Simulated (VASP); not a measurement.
Crystal: BaTiO3.

```
Ba O Ti
1.0
     4.07203    0.00000    0.00000
     0.00000    4.07203    0.00000
     0.00000    0.00000    4.07203
Ba O Ti
1 3 1
Direct
  0.00000 0.00000 0.00000
  0.50000 0.50000 0.00000
  0.00000 0.50000 0.50000
  0.50000 0.00000 0.50000
  0.50000 0.50000 0.50000
```

| Property | Result |
| --- | --- |
| Program | VASP 6.6.1 |
| Task | relaxation of cell and atoms |
| Functional | r2SCAN |
| Potentials or basis | VASP PAW PBE potentials, release 64 (Ba_sv, O, Ti_sv) |
| Cutoff | 600 eV |
| k mesh | 6 × 6 × 6 |
| Occupations | fermi-dirac, width 0.1 eV |
| Spin | no spin polarisation |

At the start: pressure -7.7 GPa; volume 13.50 Å³/atom.

Question: How do energy, volume and symmetry change on relaxing?

Answer: Over 3 steps the energy falls by 16.0 meV/atom and the volume is 12.87 Å³/atom (-4.7 %); space group Pm-3m (No. 221, to 0.1 Å) before and after.

The path:
| step | energy change (eV) | largest force (eV/Å) | pressure (GPa) | volume (Å³) |
| --- | --- | --- | --- | --- |
| 1 | 0.0000 | 0.0000 | -7.66 | 67.52 |
| 2 | 0.0021 | 0.0000 | 9.34 | 61.41 |
| 3 | -0.0800 | 0.0000 | -0.06 | 64.37 |

Final structure:
```
Ba O Ti
1.0
     4.00763    0.00000    0.00000
     0.00000    4.00763    0.00000
     0.00000    0.00000    4.00763
Ba O Ti
1 3 1
Direct
  0.00000 0.00000 0.00000
  0.50000 0.50000 0.00000
  0.00000 0.50000 0.50000
  0.50000 0.00000 0.50000
  0.50000 0.50000 0.50000
```

Caveat: the PAW data sets were made with another functional, which shifts forces and pressure a little.
